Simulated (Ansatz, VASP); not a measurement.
## Two plane-wave programs on HfN

Contents of INCAR:

```
  ALGO = Normal
  EDIFF = 1E-7
  ENCUT = 520
  GGA = PE
  ISIF = 2
  ISMEAR = 0
  LASPH = True
  LCHARG = False
  LREAL = False
  LWAVE = False
  NBANDS = 14
  NELM = 100
  PREC = Accurate
  SIGMA = 0.15
```

KPOINTS

```
k-points
0
Gamma
  16 16 16
```

POSCAR

```
HfN
1.0
    0.0000000000      2.3800011571      2.2738140414
    2.2738140414      0.0000000000      2.2738140414
    2.2738140414      2.3800011571      0.0000000000
Hf N
1 1
Direct
    0.0006695498     -0.0006695498      0.0006695498
    0.4914680798      0.5085319202      0.4914680798
```

Input for Ansatz:

```yaml
crystal:
  lattice:
    - [0.0, 2.3800011571, 2.2738140414]
    - [2.2738140414, 0.0, 2.2738140414]
    - [2.2738140414, 2.3800011571, 0.0]
  atoms:
    - { symbol: Hf, position: [0.0006695498, -0.0006695498, 0.0006695498] }
    - { symbol: "N", position: [0.4914680798, 0.5085319202, 0.4914680798] }
basis:
  ecutwfc: 520.0
kpoints:
  mp_grid: { grid: [16, 16, 16] }
hamiltonian:
  xc: pbe
  pseudopotentials: { kind: paw, azcp: { folder: soft_1 } }
scf:
  occupations: { method: gaussian, width: 0.15 }
output:
  forces: true
  stress: true
  eigenvalues: true
```

Change from the starting cell: mode 5 frozen in at -0.039 Å, normal strain along y +0.0467.

Alike in both runs: task single point; functional PBE; k mesh 16 × 16 × 16; occupations gaussian, width 0.15 eV; no spin polarisation.

|  | VASP | Ansatz |
| --- | --- | --- |
| version | VASP 6.6.1 | Ansatz 0.2.0 |
| potentials or method | VASP PAW PBE potentials, release 64 (Hf_pv, N), cutoff 520 eV | scalar-relativistic, plane waves, PAW |
| valence electrons in the cell | 15 | 31 |

|  | VASP | Ansatz | Ansatz less VASP |
| --- | --- | --- | --- |
| gap on the k mesh at the Fermi level (eV) | none | none | - |
| pressure (GPa) | -11.8 | -9.6 | +2.16 |
| traceless stress, the component that is largest in VASP (GPa) | -10.00 | -10.18 | -0.180 |
| rms of the force components (eV/Å) | 0.149 | 0.149 | -0.0002 |

Atom by atom the forces differ by 0.000 eV/Å (rms over components). A gap of «none» marks a metal or a gap that the smearing closes. The functional is the same, so the differences come from potentials, cutoffs and numerics. VASP's potentials hold 15 valence electrons a cell and Ansatz's 31, so a difference there can come from the potentials and not from the codes.

Spin-orbit coupling is off throughout.
